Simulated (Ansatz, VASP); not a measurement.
**Be: VASP beside Ansatz**

```xyz
2
Lattice="0.0000 2.4154 2.4154 2.4154 0.0000 2.4154 2.4154 2.4154 0.0000" Properties=species:S:1:pos:R:3 pbc="T T T"
Be    0.0000    0.0000    0.0000
Be    1.2077    1.2077    1.2077
```

Change from the starting cell: volume scaled by 0.96, crystal datasets.

Alike in both runs: task electric field gradients; functional PBE; k mesh 13 × 13 × 13; occupations fermi-dirac, width 0.08 eV; no spin polarisation.

|  | VASP | Ansatz |
| --- | --- | --- |
| version | VASP 6.6.1 | Ansatz 0.2.0 |
| potentials or method | VASP PAW PBE potentials, release 64 (Be), cutoff 520 eV | all-electron PAW with datasets made for the crystal, scalar-relativistic |

VASP gave:

| Quantity | Value |
| --- | --- |
| pressure (GPa) | 2.0 |

Problem. Which values does Ansatz return?

Solution. Pressure (GPa): 1.9.

Ansatz ran all-electron here, and VASP with PAW potentials.
